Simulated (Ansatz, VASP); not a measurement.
BAs: VASP beside Ansatz

```xyz
2
Lattice="0.0000 2.5236 2.5236 2.5236 0.0000 2.5236 2.5236 2.5236 0.0000" Properties=species:S:1:pos:R:3 pbc="T T T"
B     0.0000    0.0000    0.0000
As    1.2618    1.2618    1.2618
```

Alike in both runs: task single point; functional LDA; k mesh 6 × 6 × 6; occupations gaussian, width 0.05 eV; no spin polarisation.

|  | VASP | Ansatz |
| --- | --- | --- |
| version | VASP 6.6.1 | Ansatz 0.2.0 |
| potentials or method | VASP PAW LDA potentials, release 64 (B, As), cutoff 520 eV | scalar-relativistic, plane waves, PAW |
| valence electrons in the cell | 8 | 18 |

Ansatz gave:

| Property | Result |
| --- | --- |
| gap on the k mesh at the Fermi level (eV) | 1.33 |
| least direct gap on the mesh (eV) | 2.67 |
| pressure (GPa) | -19.1 |

**Question.** Which values does VASP return?

**Answer.** gap on the k mesh at the Fermi level (eV): 1.33; least direct gap on the mesh (eV): 2.71; pressure (GPa): -18.7.

LDA's correlation is that of Perdew and Zunger in VASP and of Perdew and Wang (1992) in Ansatz. VASP's potentials hold 8 valence electrons a cell and Ansatz's 18, so a difference there can come from the potentials and not from the codes.
